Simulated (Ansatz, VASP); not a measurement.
Pd in VASP and in Ansatz

File POSCAR:

```
Pd
1.0
    0.0000000000      1.9395000000      1.9395000000
    1.9395000000      0.0000000000      1.9395000000
    1.9395000000      1.9395000000      0.0000000000
Pd
1
Direct
    0.0000000000      0.0000000000      0.0000000000
```

The input INCAR.step1:

```
SYSTEM = Pd
ALGO = Normal ; EDIFF = 1E-5
ENCUT = 550 ; GGA = PE
GGA_COMPAT = .FALSE. ; ISMEAR = -1
LASPH = .TRUE. ; LCHARG = .FALSE.
LREAL = .FALSE. ; LWAVE = .TRUE.
NBANDS = 11 ; NELM = 120
PREC = Accurate ; SIGMA = 0.1
```

Contents of INCAR.step2:

```
SYSTEM = Pd
ALGO = Normal ; EDIFF = 1E-6
ENCUT = 550 ; GGA_COMPAT = .FALSE.
ISIF = 2 ; ISMEAR = -1
ISTART = 1 ; LASPH = .TRUE.
LCHARG = .FALSE. ; LMIXTAU = .TRUE.
LREAL = .FALSE. ; LWAVE = .FALSE.
METAGGA = R2SCAN ; NBANDS = 11
NELM = 120 ; PREC = Accurate
SIGMA = 0.1
```

Contents of KPOINTS:

```
k-points
0
G
  7 7 7
  0 0 0
```

Input for Ansatz:

```yaml
crystal:
  lattice:
    - [0.0, 1.9395, 1.9395]
    - [1.9395, 0.0, 1.9395]
    - [1.9395, 1.9395, 0.0]
  atoms:
    - { symbol: Pd, position: [0.0, 0.0, 0.0] }
hamiltonian:
  xc: r2scan
  pseudopotentials: { kind: paw }
basis:
  ecutwfc: 500
kpoints:
  mp_grid: { grid: [7, 7, 7] }
scf:
  occupations: { method: fermi_dirac, width: 0.1 }
  lower_state_search: "off"
  max_iter: 70
output:
  forces: true
  stress: true
```

Alike in both runs: task single point; functional r2SCAN; k mesh 7 × 7 × 7; occupations fermi-dirac, width 0.1 eV; no spin polarisation.

```csv
,VASP,Ansatz
version,VASP 6.6.1,Ansatz 0.2.0
potentials or method,"VASP PAW PBE potentials, release 64 (Pd), cutoff 550 eV","PAW, plane waves, scalar-relativistic"
valence electrons in the cell,10,18
```

```tsv
	VASP	Ansatz	Ansatz less VASP
pressure (GPa)	6.0	5.2	-0.82
```

VASP's potentials were made for PBE, not for r2SCAN. VASP's potentials hold 10 valence electrons a cell and Ansatz's 18, so a difference there can come from the potentials and not from the codes.

The k mesh is coarse, so the values compare programs but aren't converged.
